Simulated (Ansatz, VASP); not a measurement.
Hf: VASP beside Ansatz

```
Hf
1.0
     3.19670    0.00000    0.00000
    -1.59835    2.76842    0.00000
     0.00000    0.00000    5.72138
Hf
2
Direct
  0.33333 0.66667 0.25000
  0.66667 0.33333 0.75000
```

Change from the starting cell: strain +0.1312 x Voigt [0, 0, 1, 0, 0, 0], atoms carried along.

Alike in both runs: task single point; functional PBE; k mesh 18 × 18 × 10; occupations gaussian, width 0.15 eV; no spin polarisation.

|  | VASP | Ansatz |
| --- | --- | --- |
| version | VASP 6.6.1 | Ansatz 0.2.0 |
| potentials or method | VASP PAW PBE potentials, release 64 (Hf_pv), cutoff 520 eV | scalar-relativistic, plane waves, PAW |
| valence electrons in the cell | 20 | 52 |

|  | VASP | Ansatz | Ansatz less VASP |
| --- | --- | --- | --- |
| gap on the k mesh at the Fermi level (eV) | none | none | - |
| pressure (GPa) | -10.2 | -9.8 | +0.37 |
| traceless stress, the component that is largest in VASP (GPa) | -7.28 | -7.34 | -0.058 |

A gap of «none» marks a metal or a gap that the smearing closes. VASP's potentials hold 20 valence electrons a cell and Ansatz's 52, so a difference there can come from the potentials and not from the codes.

Neither program's run includes spin-orbit coupling.
